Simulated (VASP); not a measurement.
NaF: single point with PBE

NaF:

```
CELL_PARAMETERS angstrom
2.69708 0.00000 0.00000
0.00000 2.69708 0.00000
0.00000 0.00000 2.69708
ATOMIC_POSITIONS crystal
Na 0.00000 0.00000 0.00000
F 0.50000 0.50000 0.50000
```

This cell differs from its parent crystal: volume changed by -10%.

* Program: VASP 6.6.1
* Task: single point
* Functional: PBE
* Potentials or basis: VASP PAW PBE potentials, release 64 (Na_pv, F)
* Cutoff: 520 eV
* k mesh: 6 × 6 × 6
* Occupations: gaussian, width 0.01 eV
* Spin: no spin polarisation

```json
{
  "Pressure": "13.2 GPa",
  "Band gap on the k mesh": "6.86 eV, indirect (least direct gap 7.24 eV)"
}
```

Levels at points of the mesh, in eV from the valence-band top:
```
           k point  band 4  band 5  band 6  band 7  band 8  band 9  band 10  band 11
(0.00, 0.00, 0.00)  -19.85   -0.38   -0.38   -0.38    6.86   16.25    16.25    25.77
(0.50, 0.00, 0.00)  -18.93   -3.05   -0.25   -0.25   11.77   12.95    20.82    22.01
(0.50, 0.50, 0.00)  -19.52   -2.15   -2.15    0.00   12.66   16.47    16.47    16.50
(0.50, 0.50, 0.50)  -19.21   -1.95   -1.95   -1.95   15.25   15.25    15.25    20.66
```

It took 6.4 s on 1 thread of AMD EPYC 7R43 64-Core Processor (Zen 3), on a shared host, peak memory 0.08 GiB.

 A k mesh can miss the band edges.
